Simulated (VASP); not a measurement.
Input of a VASP 6.6.1 run:

INCAR

```
SYSTEM = Te2Mo
PREC = Accurate
ENCUT = 520
EDIFF = 1E-6
ISMEAR = 0
SIGMA = 0.02
LREAL = .FALSE.
LASPH = .TRUE.
NELM = 100
ALGO = Normal
ISIF = 2
LWAVE = .FALSE.
LCHARG = .FALSE.
LDIPOL = .TRUE.
IDIPOL = 3
DIPOL = 0.5 0.5 0.500
GGA = PE
IVDW = 12
IBRION = 2
NSW = 100
EDIFFG = -0.005
```

The input KPOINTS:

```
Automatic mesh
0
G
  12 12 1
  0 0 0
```

File POSCAR:

```
Te2Mo
1.0
    3.5200000000      0.0000000000      0.0000000000
   -1.7600000000      3.0484094213      0.0000000000
    0.0000000000      0.0000000000     28.6050000000
Te Mo
4 2
Direct
    0.6666666667      0.3333333333      0.3146303094
    0.6666666667      0.3333333333      0.4411816116
    0.3333333333      0.6666666667      0.5588183884
    0.3333333333      0.6666666667      0.6853696906
    0.3333333333      0.6666666667      0.3779059605
    0.6666666667      0.3333333333      0.6220940395
```

Potentials or basis: VASP PAW PBE potentials, release 64 (Te, Mo_sv).

Run with:

```bash
$ cat potpaw_PBE.64/Te/POTCAR potpaw_PBE.64/Mo_sv/POTCAR > POTCAR
$ mpirun -np 1 vasp_std > vasp.out
```

What does it give for the band gap on the k mesh?

0.84 eV (least direct gap 1.09 eV).

What does it give for the energy gained by relaxing?

1.1 meV/atom.

What does it give for the dispersion energy per atom?

-0.471 eV.

Forces on the atoms (eV/Å):
```
Te   0.000  0.000  0.000
Te   0.000  0.000 -0.004
Te   0.000  0.000  0.004
Te   0.000  0.000  0.000
Mo   0.000  0.000  0.005
Mo   0.000  0.000 -0.005
```

Caveat: spin-orbit coupling is left out, which moves the levels of the heavy elements.
